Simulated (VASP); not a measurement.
Crystal: MgO.

```
Mg O
1.0
     0.00000    2.10217    2.10217
     2.10217    0.00000    2.10217
     2.10217    2.10217    0.00000
Mg O
1 1
Direct
  0.00000 0.00000 0.00000
  0.50000 0.50000 0.50000
```

Program: VASP 6.6.1. Alike in all runs: task single point; potentials or basis VASP PAW PBE potentials, release 64 (Mg, O); no spin polarisation; cell as given; cutoff (eV) 520; smearing gaussian 0.01 eV.

Q: Order these runs on this cell by their band gap on the k mesh, lowest first.
A. level PBE; k mesh 8 × 8 × 8
B. level HSE06; k mesh 6 × 6 × 6; grid for exact exchange (PRECFOCK) Normal; screening parameter 0.2079 1/Å
C. level r2SCAN; k mesh 6 × 6 × 6

A: A (4.78 eV), C (5.66 eV), B (6.50 eV).

Caveats: some runs use coarse meshes.
